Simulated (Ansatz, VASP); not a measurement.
Two plane-wave programs on H2CO

```xyz
16
Lattice="7.7060 0.0000 0.0000 0.0000 7.7060 0.0000 0.0000 0.0000 7.7060" Properties=species:S:1:pos:R:3 pbc="T T T"
O     3.8898    5.4854    3.0770
O     2.4222    3.1636    6.8747
O     2.0135   -0.0276    5.5236
O     0.4310    5.1038    1.2667
C     4.6199    4.9100    2.4420
C     2.8408    3.8519    6.0842
C     2.7939    0.3503    4.8032
C     1.2794    5.7578    0.9145
H     6.0257    2.9713    7.4856
H     5.6270    2.7274    6.9078
H     5.5929    6.4065    6.8215
H     5.4060    5.7170    7.0230
H     0.1279    1.1185    0.9253
H     0.7231    1.1052    0.4806
H     6.8337    0.0151    3.8181
H     7.0035    0.0518    3.0975
```

Alike in both runs: functional r2SCAN; dispersion D3(BJ); k mesh 1 × 1 × 1; occupations fermi-dirac, width 0.05 eV; no spin polarisation.

Ansatz relaxed the structure, and its values are those at the end. VASP's run is a single point on that final structure, the one shown.

```csv
,VASP,Ansatz
version,VASP 6.6.1,Ansatz 0.2.0
potentials or method,"VASP PAW PBE potentials, release 64 (O, C, H), cutoff 520 eV","scalar-relativistic, plane waves, PAW"
valence electrons in the cell,48,48
```

|  | VASP | Ansatz | Ansatz less VASP |
| --- | --- | --- | --- |
| rms of the force components (eV/Å) | 0.390 | 0.064 | -0.3264 |

VASP's potentials were made for PBE, not for r2SCAN. One of these differences is far larger than is usual between the two programs; its cause wasn't traced. Ansatz's warnings: dispersion damping borrowed.

Noted on VASP's run: the standard files for N, O and F lose accuracy on very short bonds.
